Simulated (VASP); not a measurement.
# NaH: single point with PBE

NaH:

```
Na H
1.0
     0.00000    2.44000    2.44000
     2.44000    0.00000    2.44000
     2.44000    2.44000    0.00000
Na H
1 1
Direct
  0.00000 0.00000 0.00000
  0.50000 0.50000 0.50000
```

* Program: VASP 6.6.1
* Task: single point
* Functional: PBE
* Potentials or basis: VASP PAW PBE potentials, release 64 (Na_pv, H)
* Cutoff: 520 eV
* k mesh: 9 × 9 × 9
* Occupations: fermi-dirac, width 0.05 eV
* Spin: no spin polarisation
* Dipole correction: no
* Further INCAR settings: ALGO = Normal; EDIFF = 1e-06; NBANDS = 11

- Pressure: -0.7 GPa
- Band gap on the k mesh: 4.01 eV, indirect (least direct gap 4.70 eV)

Levels at points of the mesh, in eV from the valence-band top:
| k point | band 1 | band 2 | band 3 | band 4 | band 5 | band 6 | band 7 | band 8 |
| --- | --- | --- | --- | --- | --- | --- | --- | --- |
| (0.00, 0.00, 0.00) | -22.09 | -22.09 | -22.09 | -3.47 | 10.23 | 15.45 | 15.45 | 15.45 |

Wall time 12 s on 1 thread of Intel(R) Xeon(R) Platinum 8259CL CPU @ 2.50GHz (Skylake/Cascade Lake), with other jobs on the host, peak memory 0.15 GiB.

A k mesh can miss the band edges. Expect the measured gap to be larger: semilocal functionals such as PBE lack the derivative discontinuity.
